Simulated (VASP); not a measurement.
# Sb (R-3m) in VASP: further runs

Runs on Sb. Level: PBE. Tasks: single point.

Program: VASP 6.6.1. These are calculated values, not measurements. Logs are shortened: lines on timing, memory, paths and dates and some standing lists are left out, and cuts for length are marked.

## (1) The cell of the first run

Symmetry: R-3m, No. 166, trigonal system. The conventional cell has a = 4.220 Å, b = 4.220 Å, c = 11.044 Å, α = 90.00°, β = 90.00°, γ = 120.00°. Sb (site symmetry 3m) has 6 Sb at 2.85 to 3.29 Å within 3.8 Å.

## (2) Single point, PBE

Contents of INCAR:

```
SYSTEM = Sb
PREC = Accurate ; ENCUT = 520
EDIFF = 1E-7 ; ISMEAR = 0
SIGMA = 0.1 ; LREAL = .FALSE.
LASPH = .TRUE. ; NELM = 60
ALGO = Normal ; ISIF = 2
LWAVE = .FALSE. ; LCHARG = .FALSE.
GGA = PE ; NBANDS = 12
```

Contents of KPOINTS:

```
Automatic mesh
0
G
  8 8 8
  0 0 0
```

Contents of POSCAR:

```
Sb
1.0
    2.1102243954      1.2183386228      3.6812845966
   -2.1102243954      1.2183386228      3.6812845966
    0.0000000000     -2.4366772457      3.6812845966
Sb
2
Direct
    0.2334900000      0.2334900000      0.2334900000
    0.7665100000      0.7665100000      0.7665100000
```

Potentials or basis: VASP PAW PBE potentials, release 64 (Sb).

Run with:

```sh
cat potpaw_PBE.64/Sb/POTCAR > POTCAR
mpirun -np 1 vasp_std > vasp.out
```

OUTCAR:

```text
SYSTEM = Sb
   PREC = Accurate
   ENCUT = 520
   EDIFF = 1E-7
   ISMEAR = 0
   LREAL = .FALSE.
   LASPH = .TRUE.
   NELM = 60
   ISIF = 2
   GGA = PE

 ion  position               nearest neighbor table
   1  0.233  0.233  0.233-   2 2.85   2 2.85   2 2.85   2 3.29   2 3.29   2 3.29
   2  0.767  0.767  0.767-   1 2.85   1 2.85   1 2.85   1 3.29   1 3.29   1 3.29

  LATTYP: Found a trigonal (rhomboedric) cell.
 ALAT       =     4.4146633258
 COS(alpha) =     0.5430253623

  Lattice vectors:

 A1 = (   2.1102243954,   1.2183386228,   3.6812845966)
 A2 = (  -2.1102243954,   1.2183386228,   3.6812845966)
 A3 = (   0.0000000000,  -2.4366772457,   3.6812845966)

Analysis of symmetry for initial positions (statically):
=====================================================================
 Subroutine PRICEL returns:
 Original cell was already a primitive cell.

 Routine SETGRP: Setting up the symmetry group for a
 trigonal (rhombohedral) supercell.

 Subroutine GETGRP returns: Found 12 space group operations
 (whereof 12 operations were pure point group operations)
 out of a pool of 12 trial point group operations.

The static configuration has the point symmetry D_3d.

Analysis of symmetry for dynamics (positions and initial velocities):
=====================================================================
 Subroutine PRICEL returns:
 Original cell was already a primitive cell.

 Routine SETGRP: Setting up the symmetry group for a
 trigonal (rhombohedral) supercell.

 Subroutine GETGRP returns: Found 12 space group operations
 (whereof 12 operations were pure point group operations)
 out of a pool of 12 trial point group operations.

The dynamic configuration has the point symmetry D_3d.

 Subroutine INISYM returns: Found 12 space group operations
 (whereof 12 operations are pure point group operations),
 and found     1 'primitive' translations

----------------------------------------------------------------------------------------

                                     Primitive cell

  volume of cell :      56.7868

  direct lattice vectors                    reciprocal lattice vectors
     2.110224395  1.218338623  3.681284597     0.236941626  0.136798312  0.090548102
    -2.110224395  1.218338623  3.681284597    -0.236941626  0.136798312  0.090548102
     0.000000000 -2.436677246  3.681284597     0.000000000 -0.273596623  0.090548102

  length of vectors
     4.414663326  4.414663326  4.414663326     0.288191032  0.288191032  0.288191032

  position of ions in fractional coordinates (direct lattice)
     0.233490000  0.233490000  0.233490000
     0.766510000  0.766510000  0.766510000

  ion indices of the primitive-cell ions
   primitive index   ion index
                 1           1
                 2           2

----------------------------------------------------------------------------------------

 KPOINTS: Automatic mesh

Automatic generation of k-mesh.
 Grid dimensions read from file:
 generate k-points for:    8    8    8

 Generating k-lattice:

  Cartesian coordinates                     Fractional coordinates (reciprocal lattice)
     0.029617703  0.017099789  0.011318513     0.125000000 -0.000000000  0.000000000
    -0.029617703  0.017099789  0.011318513    -0.000000000  0.125000000  0.000000000
     0.000000000 -0.034199578  0.011318513     0.000000000  0.000000000  0.125000000

  Length of vectors
     0.036023879  0.036023879  0.036023879

  Shift w.r.t. Gamma in fractional coordinates (k-lattice)
     0.000000000  0.000000000  0.000000000

 Subroutine IBZKPT returns following result:
 ===========================================

 Found     65 irreducible k-points:

 Following reciprocal coordinates:
            Coordinates               Weight
  0.000000  0.000000  0.000000      1.000000
  0.125000 -0.000000 -0.000000      6.000000
  0.250000 -0.000000 -0.000000      6.000000
  0.375000 -0.000000 -0.000000      6.000000
  0.500000 -0.000000 -0.000000      3.000000
  0.125000  0.125000 -0.000000      6.000000
[... 16 lines left out ...]
  0.250000  0.125000  0.125000      6.000000
  0.375000  0.125000  0.125000      6.000000
 [... further k-points ...]
   k-points           NKPTS =     65   k-points in BZ     NKDIM =     65   number of bands    NBANDS=     12
   number of dos      NEDOS =    301   number of ions     NIONS =      2
   total plane-waves  NPLWV =  46656
   dimension x,y,z NGX =    36 NGY =   36 NGZ =   36
   dimension x,y,z NGXF=    72 NGYF=   72 NGZF=   72
   ions per type =               2
   NGX,Y,Z   is equivalent  to a cutoff of  13.56, 13.56, 13.56 a.u.
   NGXF,Y,Z  is equivalent  to a cutoff of  27.11, 27.11, 27.11 a.u.
 SYSTEM =  Sb
   PREC   = accura    normal or accurate (medium, high low for compatibility)
   ISTART =      0    job   : 0-new  1-cont  2-samecut
   ICHARG =      2    charge: 1-file 2-atom 10-const
   ISPIN  =      1    spin polarized calculation?
   LNONCOLLINEAR =      F non collinear calculations
   LSORBIT =      F    spin-orbit coupling
   LASPH  =      T    aspherical Exc in radial PAW
   ENCUT  =  520.0 eV  38.22 Ry    6.18 a.u.   8.21  8.21  8.21*2*pi/ulx,y,z
   NELM   =     60;   NELMIN=  2; NELMDL= -5     # of ELM steps
   EDIFF  = 0.1E-06   stopping-criterion for ELM
   LREAL  =      F    real-space projection
   EDIFFG = 0.1E-05   stopping-criterion for IOM
   NSW    =      0    number of steps for IOM
   IBRION =     -1    ionic relax: 0-MD 1-quasi-New 2-CG
   NFREE  =      0    steps in history (QN), initial steepest desc. (CG)
   ISIF   =      2    stress and relaxation
   ISYM   =      2    0-nonsym 1-usesym 2-fastsym
   POTIM  = 0.5000    time-step for ionic-motion
   TEBEG  =    0.0;   TEEND  =   0.0 temperature during run
   PSTRESS=    0.0 pullay stress
   NELECT =      10.0000    total number of electrons
   NUPDOWN=      -1.0000    fix difference up-down
   EMIN   =  10.00;   EMAX   =-10.00  energy-range for DOS
   EFERMI =   0.00;   METHOD = LEGACY
   ISMEAR =     0;   SIGMA  =   0.10  broadening in eV -4-tet -1-fermi 0-gaus
   EFERMI_NEDOS =   21; number of points for ismear=-14 and -15
   IALGO  =     38    algorithm
   IMIX   =      4    mixing-type and parameters
     AMIX     =   0.40;   BMIX     =  1.00
     AMIX_MAG =   1.60;   BMIX_MAG =  1.00
  volume/ion in A,a.u.               =      28.39       191.61
  Fermi-wavevector in a.u.,A,eV,Ry     =   0.917612  1.734035 11.456265  0.842012
  Thomas-Fermi vector in A             =   2.042600
   LORBIT       =      0    0 simple, 1 ext, 2 COOP (PROOUT), +10 PAW based schemes
   GGA     = PE    functional components
   LHFCALC =     F    Hartree Fock is set to
   AEXX    =    0.0000 exact exchange contribution
   IVDW    =     0    specifies the selected vdW correction
   LEPSILON=     F    determine dielectric tensor
   LRPA    =     F    only Hartree local field effects (RPA)
 non-spin polarized calculation
 Gauss-broadening in eV      SIGMA  =   0.10
  energy-cutoff  :      520.00
  volume of cell :       56.79
 maximum number of plane-waves:      1548
 NGX is ok and might be reduce to    36
   NGX = 17   NGY = 17   NGZ = 17

 number of electron      10.0000000 magnetization

 Free energy of the ion-electron system (eV)
  ---------------------------------------------------
  ext. energy  EPLUGINS =         0.00000000
  ---------------------------------------------------
  free energy    TOTEN  =        -8.14687286 eV

  energy without entropy =       -8.14507993  energy(sigma->0) =       -8.14597640

 E-fermi :   8.2075     XC(G=0):  -9.7987

 val. band max:        8.1955160976   @ k =   0.3750   0.2500   0.2500
 cond. band min:       8.2818411799   @ k =   0.5000  -0.0000  -0.0000
 fundamental gap:      0.0863250823
 Fermi energy:         8.2075443759

 k-point     1 :       0.0000    0.0000    0.0000
  band No.  band energies     occupation
      1      -5.1423      2.00000
      2       3.6420      2.00000
      3       5.8623      2.00000
      4       6.1658      2.00000
      5       6.1658      2.00000
      6      10.1737      0.00000
      7      10.8835      0.00000
      8      10.8835      0.00000
      9      13.1227      0.00000
     10      13.1227      0.00000
     11      13.3365      0.00000
     12      14.5083      0.00000

 k-point     2 :       0.1250   -0.0000   -0.0000
  band No.  band energies     occupation
      1      -4.9584      2.00000
      2       2.7319      2.00000
      3       5.9037      2.00000
      4       6.1183      2.00000
      5       6.5569      2.00000
      6      10.1016      0.00000
      7      10.4449      0.00000
      8      10.4634      0.00000
      9      12.5382      0.00000
     10      13.0307      0.00000
     11      13.1960      0.00000
     12      15.7297      0.00000

 k-point     3 :       0.2500   -0.0000   -0.0000
  band No.  band energies     occupation
      1      -4.4112      2.00000
      2       1.0585      2.00000
      3       5.9234      2.00000
      4       6.0339      2.00000
      5       7.0651      2.00000
      6       9.3902      0.00000
      7       9.5067      0.00000
      8       9.5650      0.00000
      9      12.9515      0.00000
     10      13.5582      0.00000
     11      14.0740      0.00000
     12      18.0043      0.00000

 k-point     4 :       0.3750   -0.0000   -0.0000
  band No.  band energies     occupation
      1      -3.5234      2.00000
      2      -0.6392      2.00000
      3       5.9931      2.00000
      4       6.0348      2.00000
      5       7.4232      2.00000
      6       8.4889      0.00007
      7       8.6566      0.00000
      8       8.8220      0.00000
      9      14.2217      0.00000
     10      15.1907      0.00000
     11      15.6240      0.00000
     12      18.3072      0.00000

 k-point     5 :       0.5000   -0.0000   -0.0000
  band No.  band energies     occupation
      1      -2.6071      2.00000
      2      -1.8428      2.00000
      3       5.9907      2.00000
      4       6.1288      2.00000
      5       7.7806      2.00000
      6       7.9087      1.99998
      7       8.2818      0.29339
      8       8.5396      0.00000
      9      15.7337      0.00000
     10      16.4325      0.00000
     11      17.3741      0.00000
     12      17.4076      0.00000
[... 228 lines left out ...]
      1      -2.5564      2.00000
      2      -0.0232      2.00000
      3       2.3177      2.00000
      4       4.0406      2.00000
      5       4.1444      2.00000
      6       9.4008      0.00000
      7      13.3781      0.00000
      8      13.9307      0.00000
      9      15.6098      0.00000
     10      16.9336      0.00000
     11      18.3161      0.00000
     12      18.8914      0.00000

 k-point    22 :       0.1250    0.1250    0.1250
  band No.  band energies     occupation
      1      -4.9915      2.00000
      2       2.6133      2.00000
      3       6.1991      2.00000
      4       6.1991      2.00000
      5       6.6056      2.00000
      6      10.1165      0.00000
      7      10.3725      0.00000
      8      10.3725      0.00000
      9      12.8989      0.00000
     10      13.3117      0.00000
     11      13.3117      0.00000
     12      15.3736      0.00000

 k-point    23 :       0.2500    0.1250    0.1250
  band No.  band energies     occupation
      1      -4.7101      2.00000
      2       1.7876      2.00000
      3       5.0914      2.00000
      4       6.5329      2.00000
      5       7.6605      2.00000
      6       9.2985      0.00000
      7       9.3093      0.00000
      8      11.1385      0.00000
      9      12.8232      0.00000
     10      13.2455      0.00000
     11      14.1201      0.00000
     12      15.6409      0.00000

 k-point    24 :       0.3750    0.1250    0.1250
  band No.  band energies     occupation
      1      -4.0737      2.00000
      2       0.4663      2.00000
      3       4.4483      2.00000
      4       6.4364      2.00000
      5       8.1952      1.13876
      6       8.4114      0.00393
      7       8.7316      0.00000
      8      11.2751      0.00000
      9      13.0546      0.00000
     10      13.9934      0.00000
     11      15.3000      0.00000
     12      17.2296      0.00000

 [... further k-points ...]

------------------------ aborting loop because EDIFF is reached ----------------------------------------

  FORCE on cell =-STRESS in cart. coord.  units (eV):
  Direction    XX          YY          ZZ          XY          YZ          ZX
  --------------------------------------------------------------------------------------
  -------------------------------------------------------------------------------------
  Total        2.7449040      2.7449040      2.2144066      0.0000000     -0.0000000      0.0000000
  in kB       77.4444773     77.4444774     62.4770692      0.0000000     -0.0000000      0.0000000
  external PRESSURE =      72.4553413 kB  Pullay stress =       0.0000000 kB

 VOLUME and BASIS-vectors are now :
 -----------------------------------------------------------------------------
  energy-cutoff  :      520.00
  volume of cell :       56.79
      direct lattice vectors                 reciprocal lattice vectors
     2.110224395  1.218338623  3.681284597     0.236941626  0.136798312  0.090548102
    -2.110224395  1.218338623  3.681284597    -0.236941626  0.136798312  0.090548102
     0.000000000 -2.436677246  3.681284597     0.000000000 -0.273596623  0.090548102

 POSITION                                       TOTAL-FORCE (eV/Angst)
 -----------------------------------------------------------------------------------
      0.00000     -0.00000      2.57863         0.000000     -0.000000      0.567976
      0.00000     -0.00000      8.46522         0.000000      0.000000     -0.567976
 -----------------------------------------------------------------------------------
    total drift:                                0.000000     -0.000000     -0.000000

  FREE ENERGIE OF THE ION-ELECTRON SYSTEM (eV)
  ---------------------------------------------------
  free  energy   TOTEN  =        -8.1468728632 eV

  energy  without entropy=       -8.1450799313  energy(sigma->0) =       -8.14597640
```

Run time: 76 s. Hardware: 1 thread of AMD EPYC 7R43 (Zen 3), shared host; peak memory 0.18 GiB.

Results:

```
Free energy            : -8.1469 eV
Pressure               : 7.2 GPa
Largest force          : 0.568 eV/Å
Band gap on the k mesh : zero (band 5 reaches 8.20 eV, above the bottom of band 6 at 7.91 eV)
```

Forces in eV/Å, atoms in the order of the input:
```
Sb   0.000  0.000  0.568
Sb   0.000  0.000 -0.568
```

Levels at points of the mesh, in eV from the Fermi level:
| k point | band 1 | band 2 | band 3 | band 4 | band 5 | band 6 | band 7 | band 8 | band 9 | band 10 |
| --- | --- | --- | --- | --- | --- | --- | --- | --- | --- | --- |
| (0.00, 0.00, 0.00) | -13.35 | -4.57 | -2.35 | -2.04 | -2.04 | 1.97 | 2.68 | 2.68 | 4.92 | 4.92 |
| (0.50, 0.00, 0.00) | -10.81 | -10.05 | -2.22 | -2.08 | -0.43 | -0.30 | 0.07 | 0.33 | 7.53 | 8.22 |
| (0.50, 0.50, 0.00) | -10.76 | -8.23 | -5.89 | -4.17 | -4.06 | 1.19 | 5.17 | 5.72 | 7.40 | 8.73 |
| (0.50, 0.50, 0.50) | -11.69 | -9.38 | -1.54 | -1.54 | -0.50 | -0.05 | -0.05 | 1.16 | 7.01 | 8.64 |

Caveat: spin-orbit coupling is left out, which moves the levels of the heavy elements.

## (3) Single point, PBE

This run uses another cell than the first one, of 29.00 Å³/atom, 1.021 times its volume.

Contents of INCAR:

```
ALGO     = Normal         # electronic algorithm
EDIFF    = 1E-6           # SCF threshold, eV
ENCUT    = 520            # plane-wave cutoff, eV
GGA      = PE             # functional
ISIF     = 2              # what is computed and relaxed
ISMEAR   = 0              # smearing method
LASPH    = T              # aspherical terms in the spheres
LCHARG   = F              # write CHGCAR
LREAL    = F              # projectors in reciprocal space
LWAVE    = F              # write WAVECAR
NBANDS   = 12             # bands
NELM     = 100            # most SCF steps
PREC     = Accurate       # precision mode
SIGMA    = 0.1            # smearing width, eV
```

Contents of KPOINTS:

```
k-points
0
Gamma
  8 8 8
```

Contents of POSCAR:

```
Sb
1.0
    2.1250856202      1.2269187550      3.7072099901
   -2.1250856202      1.2269187550      3.7072099901
    0.0000000000     -2.4538375100      3.7072099901
Sb
2
Direct
    0.2334900000      0.2334900000      0.2334900000
    0.7665100000      0.7665100000      0.7665100000
```

Potentials or basis: VASP PAW PBE potentials, release 64 (Sb).

Run with:

```sh
cat potpaw_PBE.64/Sb/POTCAR > POTCAR
mpirun -np 1 vasp_std > vasp.out
```

Run time: 50 s. Hardware: 1 thread of AMD EPYC 7R43 (Zen 3), shared host; peak memory 0.18 GiB.

The run converged. Its results:

```
Free energy            : -8.1951 eV
Pressure               : 5.6 GPa
Largest force          : 0.436 eV/Å
Band gap on the k mesh : zero (band 5 reaches 7.91 eV, above the bottom of band 6 at 7.62 eV)
```

Forces on the atoms (eV/Å):
```
Sb   0.000  0.000  0.436
Sb   0.000  0.000 -0.436
```

Stress tensor (GPa, compression positive):
```
5.99 0.00 0.00
0.00 5.99 0.00
0.00 0.00 4.79
```

Levels at points of the mesh, in eV from the Fermi level:
| k point | band 2 | band 3 | band 4 | band 5 | band 6 | band 7 | band 8 | band 9 |
| --- | --- | --- | --- | --- | --- | --- | --- | --- |
| (0.00, 0.00, 0.00) | -4.68 | -2.28 | -1.99 | -1.99 | 1.96 | 2.65 | 2.65 | 4.94 |
| (0.50, 0.00, 0.00) | -9.94 | -2.16 | -2.03 | -0.41 | -0.30 | 0.08 | 0.36 | 7.51 |
| (0.50, 0.50, 0.00) | -8.18 | -5.77 | -4.06 | -3.96 | 1.27 | 5.06 | 5.62 | 7.21 |
| (0.50, 0.50, 0.50) | -9.27 | -1.50 | -1.50 | -0.53 | -0.02 | -0.02 | 1.12 | 6.97 |

Caveat: spin-orbit coupling is left out, which moves the levels of the heavy elements.

## (4) Single point, PBE

This run uses another cell than the first one, of 29.60 Å³/atom, 1.043 times its volume.

Contents of INCAR:

```
SYSTEM = Sb
PREC = Accurate
ENCUT = 520
EDIFF = 1E-6
ISMEAR = 0
SIGMA = 0.1
LREAL = .FALSE.
LASPH = .TRUE.
NELM = 60
ALGO = Normal
ISIF = 2
LWAVE = .FALSE.
LCHARG = .FALSE.
GGA = PE
NBANDS = 12
```

Contents of KPOINTS:

```
regular mesh
0
G
  8 8 8
  0 0 0
```

Contents of POSCAR:

```
Sb
1.0
    2.1397418462      1.2353805310      3.7327777635
   -2.1397418462      1.2353805310      3.7327777635
    0.0000000000     -2.4707610621      3.7327777635
Sb
2
Direct
    0.2334900000      0.2334900000      0.2334900000
    0.7665100000      0.7665100000      0.7665100000
```

Run with:

```sh
cat potpaw_PBE.64/Sb/POTCAR > POTCAR
mpirun -np 1 vasp_std > vasp.out
```

Run time: 50 s. Hardware: 1 thread of AMD EPYC 7R43 (Zen 3), shared host; peak memory 0.18 GiB.

Results (log left out):

```yaml
Free_energy: -8.2315 eV
Pressure: 4.1 GPa
Largest_force: 0.312 eV/Å
Band_gap_on_the_k_mesh: zero (band 5 reaches 7.64 eV, above the bottom of band 6 at 7.34 eV)
```

Forces in eV/Å, atoms in the order of the input:
```
Sb   0.000  0.000  0.312
Sb   0.000  0.000 -0.312
```

Stress tensor (GPa, compression positive):
```
4.41 0.00 0.00
0.00 4.41 0.00
0.00 0.00 3.49
```

Levels at points of the mesh, in eV from the Fermi level:
```csv
k point,band 1,band 2,band 3,band 4,band 5,band 6,band 7,band 8,band 9,band 10
"(0.00, 0.00, 0.00)",-12.99,-4.79,-2.22,-1.95,-1.95,1.96,2.62,2.62,4.96,4.96
"(0.50, 0.00, 0.00)",-10.58,-9.83,-2.10,-1.98,-0.39,-0.31,0.09,0.38,7.49,8.14
"(0.50, 0.50, 0.00)",-10.56,-8.14,-5.65,-3.95,-3.86,1.35,4.95,5.52,7.02,8.63
"(0.50, 0.50, 0.50)",-11.42,-9.17,-1.46,-1.46,-0.56,0.01,0.01,1.08,6.93,8.57
```

Caveat: spin-orbit coupling is left out, which moves the levels of the heavy elements.

## (5) The runs side by side

```csv
cell,gap on the mesh (eV),pressure (GPa),largest force (eV/Å)
"a = 4.415 Å, angles 57.1°, 2 atoms",none,7.2,0.57
"a = 4.446 Å, angles 57.1°, 2 atoms",none,5.6,0.44
"a = 4.476 Å, angles 57.1°, 2 atoms",none,4.1,0.31
```

Alike in all rows: task single point; level PBE; potentials or basis VASP PAW PBE potentials, release 64 (Sb); no spin polarisation; k mesh 8 × 8 × 8; cutoff (eV) 520; smearing gaussian 0.1 eV.

Caveats: spin-orbit coupling is left out, which moves the levels of the heavy elements.

Absolute energies hang on the potentials; compare differences alone.
